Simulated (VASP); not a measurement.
# Ti4C in VASP: notebook

Runs on Ti4C. Level: PBE. Tasks: single point, relaxation of the atoms.

All numbers are computed with VASP 6.6.1; they aren't measurements. Logs are shortened: lines on timing, memory, paths and dates and some standing lists are left out, and cuts for length are marked.

## 1. The cell of the first run

The cell holds a slab with vacuum, 5 atoms: a = 2.908 Å, b = 4.112 Å, c = 19.654 Å, α = 90.00°, β = 90.00°, γ = 90.00°.

## 2. Single point, PBE

INCAR reads:

```
SYSTEM = Ti4C
PREC = Accurate
ENCUT = 520
EDIFF = 1E-6
ISMEAR = 0
SIGMA = 0.1
LREAL = .False.
LASPH = .True.
NELM = 100
ALGO = Normal
ISIF = 2
LWAVE = .False.
LCHARG = .False.
LDIPOL = .True.
IDIPOL = 3
DIPOL = 0.5 0.5 0.334
GGA = PE
NBANDS = 34
```

KPOINTS reads:

```
regular mesh
0
Gamma
  9 7 1
  0 0 0
```

POSCAR reads:

```
Ti4C
1.0
    2.9076478547      0.0000000000      0.0000000000
    0.0000000000      4.1120350307      0.0000000000
    0.0000000000      0.0000000000     19.6538060989
Ti C
4 1
Direct
    0.5000000000      0.5000000000      0.2035229197
    0.0000000000      0.0000000000      0.2774945423
    0.5000000000      0.5000000000      0.3439527020
    0.0000000000      0.0000000000      0.4148716059
    0.1666666667      0.5000000000      0.4299793834
```

Potentials or basis: VASP PAW PBE potentials, release 64 (Ti_sv, C).

Command:

```bash
$ cat potpaw_PBE.64/Ti_sv/POTCAR potpaw_PBE.64/C/POTCAR > POTCAR
$ mpirun -np 1 vasp_std > vasp.out
```

OUTCAR:

```text
SYSTEM = Ti4C
   PREC = Accurate
   ENCUT = 520
   EDIFF = 1E-6
   ISMEAR = 0
   LREAL = .False.
   LASPH = .True.
   NELM = 100
   ISIF = 2
   GGA = PE

 ion  position               nearest neighbor table
   1  0.500  0.500  0.204-   3 2.76   2 2.91   2 2.91   2 2.91   2 2.91
   2  0.000  0.000  0.277-   4 2.70   3 2.84   3 2.84   3 2.84   3 2.84   1 2.91   1 2.91   1 2.91
                             1 2.91
   3  0.500  0.500  0.344-   5 1.95   1 2.76   2 2.84   2 2.84   2 2.84   2 2.84   4 2.88   4 2.88
                             4 2.88   4 2.88
   4  0.000  0.000  0.415-   5 2.13   5 2.13   2 2.70   3 2.88   3 2.88   3 2.88   3 2.88
   5  0.167  0.500  0.430-   3 1.95   4 2.13   4 2.13

  LATTYP: Found a simple orthorhombic cell.
 ALAT       =     2.9076478547
 B/A-ratio  =     1.4142135624
 C/A-ratio  =     6.7593488211

  Lattice vectors:

 A1 = (   2.9076478547,   0.0000000000,   0.0000000000)
 A2 = (   0.0000000000,   4.1120350307,   0.0000000000)
 A3 = (   0.0000000000,   0.0000000000,  19.6538060989)

Analysis of symmetry for initial positions (statically):
=====================================================================
 Subroutine PRICEL returns:
 Original cell was already a primitive cell.

 Routine SETGRP: Setting up the symmetry group for a
 simple orthorhombic supercell.

 Subroutine GETGRP returns: Found  2 space group operations
 (whereof  2 operations were pure point group operations)
 out of a pool of  8 trial point group operations.

The static configuration has the point symmetry C_1h.

Analysis of symmetry for dynamics (positions and initial velocities):
=====================================================================
 Subroutine PRICEL returns:
 Original cell was already a primitive cell.

 Routine SETGRP: Setting up the symmetry group for a
 simple orthorhombic supercell.

 Subroutine GETGRP returns: Found  2 space group operations
 (whereof  2 operations were pure point group operations)
 out of a pool of  8 trial point group operations.

The dynamic configuration has the point symmetry C_1h.

 Subroutine INISYM returns: Found  2 space group operations
 (whereof  2 operations are pure point group operations),
 and found     1 'primitive' translations

----------------------------------------------------------------------------------------

                                     Primitive cell

  volume of cell :     234.9878
[... 97 lines left out ...]
   ISYM   =      2    0-nonsym 1-usesym 2-fastsym
   POTIM  = 0.5000    time-step for ionic-motion
   TEBEG  =    0.0;   TEEND  =   0.0 temperature during run
   PSTRESS=    0.0 pullay stress
   NELECT =      52.0000    total number of electrons
   NUPDOWN=      -1.0000    fix difference up-down
   EMIN   =  10.00;   EMAX   =-10.00  energy-range for DOS
   EFERMI =   0.00;   METHOD = LEGACY
   ISMEAR =     0;   SIGMA  =   0.10  broadening in eV -4-tet -1-fermi 0-gaus
   EFERMI_NEDOS =   21; number of points for ismear=-14 and -15
   IALGO  =     38    algorithm
   IMIX   =      4    mixing-type and parameters
     AMIX     =   0.40;   BMIX     =  1.00
     AMIX_MAG =   1.60;   BMIX_MAG =  1.00
  volume/ion in A,a.u.               =      47.00       317.16
  Fermi-wavevector in a.u.,A,eV,Ry     =   0.990210  1.871226 13.340741  0.980517
  Thomas-Fermi vector in A             =   2.121865
   LORBIT       =      0    0 simple, 1 ext, 2 COOP (PROOUT), +10 PAW based schemes
   GGA     = PE    functional components
   LHFCALC =     F    Hartree Fock is set to
   AEXX    =    0.0000 exact exchange contribution
   IVDW    =     0    specifies the selected vdW correction
   LEPSILON=     F    determine dielectric tensor
   LRPA    =     F    only Hartree local field effects (RPA)
 non-spin polarized calculation
 Gauss-broadening in eV      SIGMA  =   0.10
  energy-cutoff  :      520.00
  volume of cell :      234.99
 maximum number of plane-waves:      6369
 NGX is ok and might be reduce to    24
   NGX = 11   NGY = 15   NGZ = 73

 dipolmoment           0.000000      0.000000     -0.176440 electrons x Angstroem

 number of electron      52.0000013 magnetization

 dipolmoment           0.000000      0.000000      0.082372 electrons x Angstroem

 Free energy of the ion-electron system (eV)
  ---------------------------------------------------
  ext. energy  EPLUGINS =         0.00000000
  ---------------------------------------------------
  free energy    TOTEN  =       -37.19935283 eV

  energy without entropy =      -37.16659972  energy(sigma->0) =      -37.18297627

 E-fermi :  -0.0255     XC(G=0):  -4.6642

 val. band max:       -0.0408107006   @ k =   0.3333   0.0000   0.0000
 cond. band min:      -0.0190399429   @ k =   0.1111   0.2857   0.0000
 fundamental gap:      0.0217707578
 Fermi energy:        -0.0255328985

 k-point     1 :       0.0000    0.0000    0.0000
  band No.  band energies     occupation
      1     -56.9963      2.00000
      2     -56.9028      2.00000
      3     -56.5190      2.00000
      4     -56.3858      2.00000
      5     -33.3824      2.00000
      6     -33.3100      2.00000
[... 729 lines left out ...]
     33       1.6220      0.00000
     34       2.0856      0.00000

------------------------ aborting loop because EDIFF is reached ----------------------------------------

 vacuum level on the upper side and lower side of the slab       (xc-potential included)         0.480        -0.762

  FORCE on cell =-STRESS in cart. coord.  units (eV):
  Direction    XX          YY          ZZ          XY          YZ          ZX
  --------------------------------------------------------------------------------------
  -------------------------------------------------------------------------------------
  Total        1.5534583     -6.1506440      3.2384183      0.0000000      0.0000000     -0.7593596
  in kB       10.5916813    -41.9358926     22.0799582      0.0000000      0.0000000     -5.1774129
  external PRESSURE =      -3.0880843 kB  Pullay stress =       0.0000000 kB

 VOLUME and BASIS-vectors are now :
 -----------------------------------------------------------------------------
  energy-cutoff  :      520.00
  volume of cell :      234.99
      direct lattice vectors                 reciprocal lattice vectors
     2.907647855  0.000000000  0.000000000     0.343920602  0.000000000  0.000000000
     0.000000000  4.112035031  0.000000000     0.000000000  0.243188590  0.000000000
     0.000000000  0.000000000 19.653806099     0.000000000  0.000000000  0.050880730

 POSITION                                       TOTAL-FORCE (eV/Angst)
 -----------------------------------------------------------------------------------
      1.45382      2.05602      4.00000        -0.035045      0.000000      0.273799
      0.00000      0.00000      5.45382        -0.044283      0.000000     -1.333063
      1.45382      2.05602      6.75998         0.708707      0.000000     -0.571838
      0.00000      0.00000      8.15381        -0.506865      0.000000      1.611173
      0.48461      2.05602      8.45073        -0.122515      0.000000      0.019928
 -----------------------------------------------------------------------------------
    total drift:                               -0.000048     -0.000000      0.001417

  FREE ENERGIE OF THE ION-ELECTRON SYSTEM (eV)
  ---------------------------------------------------
  free  energy   TOTEN  =       -37.1993528258 eV

  energy  without entropy=      -37.1665997222  energy(sigma->0) =      -37.18297627

 vacuum level on the upper side and lower side of the slab         4.495         3.170
```

Run time: 7.9 min. Hardware: 1 thread of AMD EPYC 7R43 (Zen 3), shared host; peak memory 0.35 GiB.

What came out:

```
Free energy            : -37.1994 eV
Largest force          : 1.689 eV/Å
Band gap on the k mesh : zero (bands 26 and 27 overlap by 0.39 eV)
```

Forces in eV/Å, atoms in the order of the input:
```
Ti  -0.035  0.000  0.274
Ti  -0.044  0.000 -1.333
Ti   0.709  0.000 -0.572
Ti  -0.507  0.000  1.611
C   -0.123  0.000  0.020
```

Levels at points of the mesh, in eV from the Fermi level:
```tsv
k point	band 22	band 23	band 24	band 25	band 26	band 27	band 28	band 29	band 30	band 31
(0.00, 0.00, 0.00)	-1.53	-1.22	-0.90	-0.19	0.20	0.32	0.48	0.60	0.86	1.11
```

## 3. Single point, PBE

INCAR reads:

```
SYSTEM = Ti4C
  ALGO = Normal
  DIPOL = 0.5 0.5 0.335
  EDIFF = 1E-6
  ENCUT = 520
  GGA = PE
  IDIPOL = 3
  ISIF = 2
  ISMEAR = 0
  LASPH = .TRUE.
  LCHARG = .FALSE.
  LDIPOL = .TRUE.
  LREAL = .FALSE.
  LWAVE = .FALSE.
  NBANDS = 34
  NELM = 80
  PREC = Accurate
  SIGMA = 0.1
```

KPOINTS reads:

```
k-points
0
G
  9 7 1
  0 0 0
```

Changes to POSCAR since step 2:

```diff
@@ -12,2 +12,2 @@
     0.0000000000      0.0000000000      0.4148716059
-    0.1666666667      0.5000000000      0.4299793834
+    0.5000000000      0.3000000000      0.4335396010
```

Potentials or basis: VASP PAW PBE potentials, release 64 (Ti_sv, C).

Command:

```bash
$ cat potpaw_PBE.64/Ti_sv/POTCAR potpaw_PBE.64/C/POTCAR > POTCAR
$ mpirun -np 1 vasp_std > vasp.out
```

It took 11 min on 1 thread of AMD EPYC 7R43 (Zen 3), shared host; peak memory 0.35 GiB.

Results (log left out):

```yaml
Free_energy: -37.0298 eV
Largest_force: 1.931 eV/Å
Band_gap_on_the_k_mesh: zero (bands 26 and 27 overlap by 0.06 eV)
```

Forces on the atoms (eV/Å):
```
Ti   0.000 -0.102  0.103
Ti   0.000  0.157 -1.218
Ti   0.000 -0.263 -0.817
Ti   0.000 -0.310  1.906
C    0.000  0.518  0.026
```

Levels at points of the mesh, in eV from the Fermi level:
```
           k point  band 22  band 23  band 24  band 25  band 26  band 27  band 28  band 29  band 30  band 31
(0.00, 0.00, 0.00)    -1.53    -1.21    -1.02    -0.03     0.01     0.25     0.35     0.75     1.14     1.30
```

## 4. Relaxation of the atoms, PBE

INCAR reads:

```
PREC = Accurate ; ENCUT = 520
EDIFF = 1E-6 ; ISMEAR = 0
SIGMA = 0.1 ; LREAL = F
LASPH = T ; NELM = 80
ALGO = Fast ; ISIF = 2
LWAVE = F ; LCHARG = F
LDIPOL = T ; IDIPOL = 3
DIPOL = 0.5 0.5 0.335 ; GGA = PE
IBRION = 2 ; NSW = 36
EDIFFG = -0.025
```

KPOINTS reads:

```
Automatic mesh
0
Gamma
  9 7 1
```

POSCAR reads:

```
Ti4C
1.0
    2.9076478547      0.0000000000      0.0000000000
    0.0000000000      4.1120350307      0.0000000000
    0.0000000000      0.0000000000     19.6538060989
Ti C
4 1
Selective dynamics
Direct
    0.5000000000      0.5000000000      0.2035229197  F F F
    0.0000000000      0.0000000000      0.2774945423  F F F
    0.5000000000      0.5000000000      0.3439527020  F F F
    0.0000000000      0.0000000000      0.4148716059  F F F
    0.3333333333      0.5000000000      0.4362415125  F F T
```

Command:

```bash
$ cat potpaw_PBE.64/Ti_sv/POTCAR potpaw_PBE.64/C/POTCAR > POTCAR
$ mpirun -np 1 vasp_std > vasp.out
```

Wall time 27 min (1 thread of Oxide Virtual Turin-like, shared host); peak memory 0.38 GiB.

Results (log left out):

| Property | Result |
| --- | --- |
| Free energy | -36.8233 eV |
| Energy gained by relaxing | 1.4 meV/atom |
| Ionic steps | 3 |
| Band gap on the k mesh | zero (bands 26 and 27 overlap by 0.29 eV) |

The path:
```
step  energy change (eV)  largest force on free atoms (eV/Å)  pressure (GPa)
   1              0.0000                              0.4879           -1.22
   2             -0.0067                              0.0866           -1.38
   3             -0.0070                              0.0050           -1.42
```

Final structure:
```xyz
5
Lattice="2.9076 0.0000 0.0000 0.0000 4.1120 0.0000 0.0000 0.0000 19.6538" Properties=species:S:1:pos:R:3 pbc="T T T"
Ti    1.4538    2.0560    4.0000
Ti    0.0000    0.0000    5.4538
Ti    1.4538    2.0560    6.7600
Ti    0.0000    0.0000    8.1538
C     0.9692    2.0560    8.6024
```

Levels at points of the mesh, in eV from the Fermi level:
```csv
k point,band 24,band 25,band 26,band 27,band 28,band 29
"(0.00, 0.00, 0.00)",-0.93,-0.20,0.20,0.37,0.43,0.79
```

## 5. Summary

| task | cell | atoms held fixed (from 0) | atoms held along some axes (from 0) | gap on the mesh (eV) | largest force (eV/Å) |
| --- | --- | --- | --- | --- | --- |
| single point | as given, atomic positions A | - | - | none | 1.69 |
| single point | as given, atomic positions B | - | - | none | 1.93 |
| relaxation of the atoms | atoms relaxed, atomic positions C | [0, 1, 2, 3] | atom 4 along a and b | none | - |

Alike in all rows: level PBE; potentials or basis VASP PAW PBE potentials, release 64 (Ti_sv, C); no spin polarisation; k mesh 9 × 7 × 1; cutoff (eV) 520; smearing gaussian 0.1 eV.

Total energies depend on the potentials used, so only differences within one code and one set of settings carry meaning.

The gap in the log of VASP goes by the Fermi energy; the results here count the filled bands.